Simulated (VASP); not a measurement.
Input of a VASP 6.6.1 run:

File INCAR:

```
SYSTEM = SiC
ALGO     = Normal         ! electronic algorithm
EDIFF    = 1E-6           ! SCF threshold, eV
EDIFFG   = -0.005         ! ionic threshold
ENCUT    = 600            ! plane-wave cutoff, eV
GGA      = PE             ! functional
IBRION   = 2              ! ionic algorithm
ISIF     = 3              ! what is computed and relaxed
ISMEAR   = -1             ! smearing method
LASPH    = .TRUE.         ! aspherical terms in the spheres
LCHARG   = .FALSE.        ! write CHGCAR
LREAL    = .FALSE.        ! projectors in reciprocal space
LWAVE    = .FALSE.        ! write WAVECAR
NELM     = 60             ! most SCF steps
NSW      = 80             ! ionic steps
PREC     = Accurate       ! precision mode
SIGMA    = 0.02           ! smearing width, eV
```

KPOINTS

```
k-points
0
G
  12 12 2
  0 0 0
```

The input POSCAR:

```
SiC
1.0
    3.0766210102      0.0000000000      0.0000000000
   -1.5383105051      2.6644319527      0.0000000000
    0.0000000000      0.0000000000     15.0980843200
Si C
6 6
Direct
    0.3333333300      0.6666666700      0.8329861500
    0.6666666700      0.3333333300      0.3329861500
    0.6666666700      0.3333333300      0.6665006000
    0.3333333300      0.6666666700      0.1665006000
    0.0000000000      0.0000000000      0.4997294200
    0.0000000000      0.0000000000      0.9997294200
    0.0000000000      0.0000000000      0.8743664100
    0.0000000000      0.0000000000      0.3743664100
    0.3333333300      0.6666666700      0.7079967800
    0.6666666700      0.3333333300      0.2079967800
    0.6666666700      0.3333333300      0.5415216400
    0.3333333300      0.6666666700      0.0415216400
```

Potentials or basis: VASP PAW PBE potentials, release 64 (Si, C).

Command:

```console
$ cat potpaw_PBE.64/Si/POTCAR potpaw_PBE.64/C/POTCAR > POTCAR
$ mpirun -np 1 vasp_std > vasp.out
```

Problem. Estimate the relaxed volume.

Solution. 10.49 Å³/atom.

Problem. Predict the space group after relaxing (to 0.05 Å).

Solution. P6_3mc (No. 186).

Problem. Predict the relaxed cell.

Solution. a = 3.094 Å, b = 3.094 Å, c = 15.181 Å, α = 90.00°, β = 90.00°, γ = 120.00°.

Step by step:
| step | energy change (eV) | largest force (eV/Å) | pressure (GPa) | volume (Å³) |
| --- | --- | --- | --- | --- |
| 1 | 0.0000 | 0.0075 | 3.72 | 123.77 |
| 2 | 0.0013 | 0.0174 | -3.59 | 128.10 |
| 3 | -0.0241 | 0.0053 | 0.00 | 125.88 |
| 4 | -0.0241 | 0.0050 | 0.07 | 125.84 |
| 5 | -0.0241 | 0.0045 | 0.07 | 125.84 |
